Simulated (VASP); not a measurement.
# Ga3BiO4 (I-42m) in VASP: single point with PBE

Aim: the single point of Ga3BiO4 with PBE.

Everything below comes from runs of VASP 6.6.1. Logs are shortened: lines on timing, memory, paths and dates and some standing lists are left out, and cuts for length are marked.

### 1 The cell of the first run

It takes space group I-42m (No. 121, tetragonal). The conventional cell has a = 4.343 Å, b = 4.343 Å, c = 12.788 Å, α = 90.00°, β = 90.00°, γ = 90.00°. Ga (site symmetry -4) has 4 O at 1.88 Å within 2.5 Å. Within 3.5 Å of Ga (site symmetry -42m) lie 4 O at 2.64 Å and 4 Bi at 3.07 Å. Bi (site symmetry -42m) has 4 O at 2.59 Å and 4 Ga at 3.07 Å within 3.4 Å. O (site symmetry m) has 3 Ga at 1.88 to 2.64 Å and 1 Bi at 2.59 Å within 2.7 Å.

### 2 Single point, PBE

INCAR reads:

```
SYSTEM = Ga3BiO4
ALGO = Normal ; EDIFF = 1E-6
ENCUT = 520 ; GGA = PE
ISIF = 2 ; ISMEAR = 0
LASPH = .TRUE. ; LCHARG = .TRUE.
LELF = .TRUE. ; LREAL = .FALSE.
LVHAR = .TRUE. ; LWAVE = .FALSE.
NBANDS = 49 ; NELM = 100
PREC = Accurate ; SIGMA = 0.1
```

KPOINTS reads:

```
k-points
0
G
  10 10 10
  0 0 0
```

POSCAR reads:

```
Ga3BiO4
1.0
   -2.1714045325      2.1714045325      6.3937652373
    2.1714045325     -2.1714045325      6.3937652373
    2.1714045325      2.1714045325     -6.3937652373
Ga Bi O
3 1 4
Direct
    0.2500000000      0.7500000000      0.5000000000
    0.7500000000      0.2500000000      0.5000000000
    0.0000000000      0.0000000000      0.0000000000
    0.5000000000      0.5000000000      0.0000000000
    0.0907328435      0.0907328435      0.5129579479
    0.4222251044      0.9092671565      0.0000000000
    0.5777748956      0.5777748956      0.4870420521
    0.9092671565      0.4222251044      0.0000000000
```

Potentials or basis: VASP PAW PBE potentials, release 64 (Ga_d, Bi_d, O).

Launch:

```sh
> cat potpaw_PBE.64/Ga_d/POTCAR potpaw_PBE.64/Bi_d/POTCAR potpaw_PBE.64/O/POTCAR > POTCAR
> mpirun -np 1 vasp_std > vasp.out
```

OUTCAR:

```text
SYSTEM = Ga3BiO4
   EDIFF = 1E-6
   ENCUT = 520
   GGA = PE
   ISIF = 2
   ISMEAR = 0
   LASPH = .TRUE.
   LREAL = .FALSE.
   NELM = 100
   PREC = Accurate

 ion  position               nearest neighbor table
   1  0.250  0.750  0.500-   6 1.88   7 1.88   5 1.88   8 1.88
   2  0.750  0.250  0.500-   7 1.88   8 1.88   5 1.88   6 1.88
   3  0.000  0.000  0.000-   4 3.07   4 3.07   4 3.07   4 3.07
   4  0.500  0.500  0.000-   5 2.59   6 2.59   7 2.59   8 2.59   3 3.07   3 3.07   3 3.07   3 3.07

   5  0.091  0.091  0.513-   1 1.88   2 1.88   4 2.59
   6  0.422  0.909  0.000-   1 1.88   2 1.88   4 2.59
   7  0.578  0.578  0.487-   1 1.88   2 1.88   4 2.59
   8  0.909  0.422  0.000-   2 1.88   1 1.88   4 2.59

  LATTYP: Found a body centered tetragonal cell.
 ALAT       =     4.3428090650
 C/A-ratio  =     2.9445297463

  Lattice vectors:

 A1 = (  -2.1714045325,   2.1714045325,   6.3937652373)
 A2 = (   2.1714045325,  -2.1714045325,   6.3937652373)
 A3 = (   2.1714045325,   2.1714045325,  -6.3937652373)

Analysis of symmetry for initial positions (statically):
=====================================================================
 Subroutine PRICEL returns:
 Original cell was already a primitive cell.

 Routine SETGRP: Setting up the symmetry group for a
 body centered tetragonal supercell.

 Subroutine GETGRP returns: Found  8 space group operations
 (whereof  8 operations were pure point group operations)
 out of a pool of 16 trial point group operations.

The static configuration has the point symmetry D_2d.

Analysis of symmetry for dynamics (positions and initial velocities):
=====================================================================
 Subroutine PRICEL returns:
 Original cell was already a primitive cell.

 Routine SETGRP: Setting up the symmetry group for a
 body centered tetragonal supercell.

 Subroutine GETGRP returns: Found  8 space group operations
 (whereof  8 operations were pure point group operations)
 out of a pool of 16 trial point group operations.

The dynamic configuration has the point symmetry D_2d.

 Subroutine INISYM returns: Found  8 space group operations
 (whereof  8 operations are pure point group operations),
 and found     1 'primitive' translations

----------------------------------------------------------------------------------------

                                     Primitive cell

  volume of cell :     120.5864

  direct lattice vectors                    reciprocal lattice vectors
    -2.171404532  2.171404532  6.393765237     0.000000000  0.230265707  0.078201182
     2.171404532 -2.171404532  6.393765237     0.230265707  0.000000000  0.078201182
     2.171404532  2.171404532 -6.393765237     0.230265707  0.230265707  0.000000000

  length of vectors
     7.092970407  7.092970407  7.092970407     0.243182484  0.243182484  0.325644886

  position of ions in fractional coordinates (direct lattice)
     0.250000000  0.750000000  0.500000000
     0.750000000  0.250000000  0.500000000
     0.000000000  0.000000000  0.000000000
     0.500000000  0.500000000  0.000000000
     0.090732843  0.090732843  0.512957948
     0.422225104  0.909267157  0.000000000
     0.577774896  0.577774896  0.487042052
     0.909267157  0.422225104  0.000000000

  ion indices of the primitive-cell ions
   primitive index   ion index
                 1           1
                 2           2
                 3           3
                 4           4
                 5           5
                 6           6
                 7           7
                 8           8

----------------------------------------------------------------------------------------

 KPOINTS: k-points

Automatic generation of k-mesh.
 Grid dimensions read from file:
 generate k-points for:   10   10   10

 Generating k-lattice:

  Cartesian coordinates                     Fractional coordinates (reciprocal lattice)
     0.000000000  0.023026571  0.007820118     0.100000000 -0.000000000  0.000000000
     0.023026571  0.000000000  0.007820118    -0.000000000  0.100000000  0.000000000
     0.023026571  0.023026571  0.000000000     0.000000000  0.000000000  0.100000000

  Length of vectors
     0.024318248  0.024318248  0.032564489

  Shift w.r.t. Gamma in fractional coordinates (k-lattice)
     0.000000000  0.000000000  0.000000000

 Subroutine IBZKPT returns following result:
 ===========================================

 Found    102 irreducible k-points:

 Following reciprocal coordinates:
            Coordinates               Weight
  0.000000  0.000000  0.000000      1.000000
  0.100000 -0.000000  0.000000      8.000000
  0.200000 -0.000000  0.000000      8.000000
  0.300000 -0.000000  0.000000      8.000000
  0.400000 -0.000000  0.000000      8.000000
  0.500000 -0.000000  0.000000      4.000000
[... 16 lines left out ...]
  0.300000  0.300000  0.000000      8.000000
  0.400000  0.300000  0.000000     16.000000
 [... further k-points ...]
   k-points           NKPTS =    102   k-points in BZ     NKDIM =    102   number of bands    NBANDS=     49
   number of dos      NEDOS =    301   number of ions     NIONS =      8
   total plane-waves  NPLWV = 157464
   dimension x,y,z NGX =    54 NGY =   54 NGZ =   54
   dimension x,y,z NGXF=   108 NGYF=  108 NGZF=  108
   ions per type =               3   1   4
   NGX,Y,Z   is equivalent  to a cutoff of  12.66, 12.66, 12.66 a.u.
   NGXF,Y,Z  is equivalent  to a cutoff of  25.31, 25.31, 25.31 a.u.
 SYSTEM =  Ga3BiO4
   PREC   = accura    normal or accurate (medium, high low for compatibility)
   ISTART =      0    job   : 0-new  1-cont  2-samecut
   ICHARG =      2    charge: 1-file 2-atom 10-const
   ISPIN  =      1    spin polarized calculation?
   LNONCOLLINEAR =      F non collinear calculations
   LSORBIT =      F    spin-orbit coupling
   LASPH  =      T    aspherical Exc in radial PAW
   ENCUT  =  520.0 eV  38.22 Ry    6.18 a.u.  13.19 13.19 13.19*2*pi/ulx,y,z
   NELM   =    100;   NELMIN=  2; NELMDL= -5     # of ELM steps
   EDIFF  = 0.1E-05   stopping-criterion for ELM
   LREAL  =      F    real-space projection
[... 7 lines left out ...]
   TEBEG  =    0.0;   TEEND  =   0.0 temperature during run
   PSTRESS=    0.0 pullay stress
   NELECT =      78.0000    total number of electrons
   NUPDOWN=      -1.0000    fix difference up-down
   EMIN   =  10.00;   EMAX   =-10.00  energy-range for DOS
   EFERMI =   0.00;   METHOD = LEGACY
   ISMEAR =     0;   SIGMA  =   0.10  broadening in eV -4-tet -1-fermi 0-gaus
   EFERMI_NEDOS =   21; number of points for ismear=-14 and -15
   IALGO  =     38    algorithm
   IMIX   =      4    mixing-type and parameters
     AMIX     =   0.40;   BMIX     =  1.00
     AMIX_MAG =   1.60;   BMIX_MAG =  1.00
  volume/ion in A,a.u.               =      15.07       101.72
  Fermi-wavevector in a.u.,A,eV,Ry     =   1.415817  2.675505 27.273374  2.004536
  Thomas-Fermi vector in A             =   2.537216
   LORBIT       =      0    0 simple, 1 ext, 2 COOP (PROOUT), +10 PAW based schemes
   GGA     = PE    functional components
   LHFCALC =     F    Hartree Fock is set to
   AEXX    =    0.0000 exact exchange contribution
   IVDW    =     0    specifies the selected vdW correction
   LEPSILON=     F    determine dielectric tensor
   LRPA    =     F    only Hartree local field effects (RPA)
 non-spin polarized calculation
 Gauss-broadening in eV      SIGMA  =   0.10
  energy-cutoff  :      520.00
  volume of cell :      120.59
 maximum number of plane-waves:      3286
 NGX is ok and might be reduce to    54
   NGX = 27   NGY = 27   NGZ = 27

 number of electron      78.0000016 magnetization

 Free energy of the ion-electron system (eV)
  ---------------------------------------------------
  ext. energy  EPLUGINS =         0.00000000
  ---------------------------------------------------
  free energy    TOTEN  =       -42.38906952 eV

  energy without entropy =      -42.38391741  energy(sigma->0) =      -42.38649346

 E-fermi :   5.1980     XC(G=0): -10.5604

 val. band max:        5.1950640134   @ k =  -0.3000   0.5000   0.3000
 cond. band min:       5.2002501046   @ k =  -0.2000  -0.3000   0.2000
 fundamental gap:      0.0051860912
 Fermi energy:         5.1979545417

 k-point     1 :       0.0000    0.0000    0.0000
  band No.  band energies     occupation
      1     -18.0194      2.00000
      2     -17.9866      2.00000
      3     -17.9866      2.00000
      4     -17.9027      2.00000
      5     -17.8983      2.00000
      6     -14.3933      2.00000
[... 41 lines left out ...]
     48      11.8085      0.00000
     49      12.0632      0.00000

 k-point     2 :       0.1000   -0.0000    0.0000
  band No.  band energies     occupation
      1     -18.0188      2.00000
      2     -17.9872      2.00000
      3     -17.9866      2.00000
      4     -17.9030      2.00000
      5     -17.8972      2.00000
      6     -14.3680      2.00000
[... 41 lines left out ...]
     48      11.4313      0.00000
     49      11.7116      0.00000

 k-point     3 :       0.2000   -0.0000    0.0000
  band No.  band energies     occupation
      1     -18.0174      2.00000
      2     -17.9885      2.00000
      3     -17.9864      2.00000
      4     -17.9038      2.00000
      5     -17.8943      2.00000
      6     -14.2947      2.00000
[... 41 lines left out ...]
     48      11.5449      0.00000
     49      11.7055      0.00000

 k-point     4 :       0.3000   -0.0000    0.0000
  band No.  band energies     occupation
      1     -18.0156      2.00000
      2     -17.9903      2.00000
      3     -17.9863      2.00000
      4     -17.9047      2.00000
      5     -17.8906      2.00000
      6     -14.1819      2.00000
[... 977 lines left out ...]
     48      12.0758      0.00000
     49      12.3633      0.00000

 k-point    23 :       0.3000    0.3000    0.0000
  band No.  band energies     occupation
      1     -18.0124      2.00000
      2     -17.9900      2.00000
      3     -17.9898      2.00000
      4     -17.9091      2.00000
      5     -17.8833      2.00000
      6     -14.0157      2.00000
[... 41 lines left out ...]
     48      12.4281      0.00000
     49      13.0505      0.00000

 k-point    24 :       0.4000    0.3000    0.0000
  band No.  band energies     occupation
      1     -18.0114      2.00000
      2     -17.9913      2.00000
      3     -17.9897      2.00000
      4     -17.9107      2.00000
      5     -17.8804      2.00000
      6     -13.9138      2.00000
[... 41 lines left out ...]
     48      12.7105      0.00000
     49      12.9759      0.00000

 [... further k-points ...]
[... 5 lines left out ...]
  --------------------------------------------------------------------------------------
  -------------------------------------------------------------------------------------
  Total        0.1764203      0.1764203      0.1429947      0.0000000      0.0000000      0.0000000
  in kB        2.3440180      2.3440180      1.8999076      0.0000000      0.0000000      0.0000000
  external PRESSURE =       2.1959812 kB  Pullay stress =       0.0000000 kB

 VOLUME and BASIS-vectors are now :
 -----------------------------------------------------------------------------
  energy-cutoff  :      520.00
  volume of cell :      120.59
      direct lattice vectors                 reciprocal lattice vectors
    -2.171404532  2.171404532  6.393765237     0.000000000  0.230265707  0.078201182
     2.171404532 -2.171404532  6.393765237     0.230265707  0.000000000  0.078201182
     2.171404532  2.171404532 -6.393765237     0.230265707  0.230265707  0.000000000

 POSITION                                       TOTAL-FORCE (eV/Angst)
 -----------------------------------------------------------------------------------
      2.17140      0.00000      3.19688        -0.000000      0.000000     -0.000000
      0.00000      2.17140      3.19688        -0.000000      0.000000     -0.000000
      0.00000      0.00000      0.00000        -0.000000      0.000000     -0.000000
      0.00000      0.00000      6.39377        -0.000000      0.000000     -0.000000
      1.11384      1.11384     -2.11948         0.001865      0.001865      0.042629
      1.05757     -1.05757      8.51325        -0.001865      0.001865     -0.042629
      1.05757      1.05757      4.27428        -0.001865     -0.001865      0.042629
     -1.05757      1.05757      8.51325         0.001865     -0.001865     -0.042629
 -----------------------------------------------------------------------------------
    total drift:                                0.000005      0.000005      0.000000

  FREE ENERGIE OF THE ION-ELECTRON SYSTEM (eV)
  ---------------------------------------------------
  free  energy   TOTEN  =       -42.3890695201 eV

  energy  without entropy=      -42.3839174052  energy(sigma->0) =      -42.38649346
```

It took 29 min on 1 thread of Intel Xeon Platinum 8488C (Sapphire Rapids), shared host; peak memory 0.71 GiB.

What came out:

| Item | Value |
| --- | --- |
| Free energy | -42.3891 eV |
| Pressure | 0.2 GPa |
| Largest force | 0.043 eV/Å |
| Band gap on the k mesh | zero (bands 39 and 40 overlap by 2.47 eV) |

Forces in eV/Å, atoms in the order of the input:
```
Ga   0.000  0.000  0.000
Ga   0.000  0.000  0.000
Ga   0.000  0.000  0.000
Bi   0.000  0.000  0.000
O    0.002  0.002  0.043
O   -0.002  0.002 -0.043
O   -0.002 -0.002  0.043
O    0.002 -0.002 -0.043
```

Caveat: spin-orbit coupling is left out, which moves the levels of the heavy elements.
